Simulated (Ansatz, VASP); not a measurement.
# Two plane-wave programs on In2O3

```
In O
1.0
     2.74350    1.58396    4.83667
    -2.74350    1.58396    4.83667
     0.00000   -3.16792    4.83667
In O
4 6
Cartesian
  0.0000 0.0000 5.1827
  0.0000 0.0000 2.0723
  0.0000 0.0000 9.3273
  0.0000 0.0000 12.4377
  -1.1167 1.5840 8.4642
  -0.8134 -1.7591 8.4642
  1.9301 0.1751 8.4642
  1.1167 -1.5840 6.0458
  0.8134 1.7591 6.0458
  -1.9301 -0.1751 6.0458
```

Alike in both runs: functional r2SCAN; k mesh 6 × 6 × 6; occupations gaussian, width 0.02 eV; no spin polarisation.

Ansatz relaxed the structure, and its values are those at the end. VASP's run is a single point on that final structure, the one shown.

|  | VASP | Ansatz |
| --- | --- | --- |
| version | VASP 6.6.1 | Ansatz 0.2.0 |
| potentials or method | VASP PAW PBE potentials, release 64 (In_d, O), cutoff 520 eV | scalar-relativistic, plane waves, PAW |
| valence electrons in the cell | 88 | 88 |

|  | VASP | Ansatz | Ansatz less VASP |
| --- | --- | --- | --- |
| gap on the k mesh at the Fermi level (eV) | 1.89 | 1.88 | -0.010 |
| least direct gap on the mesh (eV) | 1.91 | 1.90 | -0.010 |
| pressure (GPa) | 3.2 | 2.1 | -1.10 |
| rms of the force components (eV/Å) | 0.008 | 0.001 | -0.0079 |

VASP's potentials were made for PBE, not for r2SCAN. Ansatz's warnings: stress scf threshold loose.
